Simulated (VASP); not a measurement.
Set up this calculation in VASP 6.6.1, as the native input.

```
Task                   : single point
Functional             : PBEsol
Potentials or basis    : VASP PAW PBE potentials, release 64 (K_sv)
Cutoff                 : 520 eV
k mesh                 : 12 × 12 × 12
Occupations            : gaussian, width 0.15 eV
Spin                   : no spin polarisation
Dipole correction      : no
Further INCAR settings : ALGO = Normal; EDIFF = 1e-07; NBANDS = 10
```

The structure of K lies in POSCAR:

```
K
1.0
    4.3104394900      0.0000000000      0.0000000000
    0.0000000000      4.3104394900      0.0000000000
    0.0000000000      0.0000000000      4.3104394900
K
1
Direct
    0.0000000000      0.0000000000      0.0000000000
```

One way to write it, as run:

INCAR

```
PREC = Accurate
ENCUT = 520
EDIFF = 1E-7
ISMEAR = 0
SIGMA = 0.15
LREAL = F
LASPH = T
NELM = 80
ALGO = Normal
ISIF = 2
LWAVE = F
LCHARG = T
GGA = PS
LELF = T
LVHAR = T
NBANDS = 10
```

KPOINTS

```
regular mesh
0
Gamma
  12 12 12
```

Potentials or basis: VASP PAW PBE potentials, release 64 (K_sv).

The run is started by

```sh
$ cat potpaw_PBE.64/K_sv/POTCAR > POTCAR
$ mpirun -np 1 vasp_std > vasp.out
```

Results of the run:

| Property | Result |
| --- | --- |
| Pressure | -0.1 GPa |

Caveat: the PAW data sets were made with another functional, which shifts forces and pressure a little.

It took 33 s on 1 thread of AMD EPYC 7R43 64-Core Processor (Zen 3), on a shared host, peak memory 0.17 GiB.
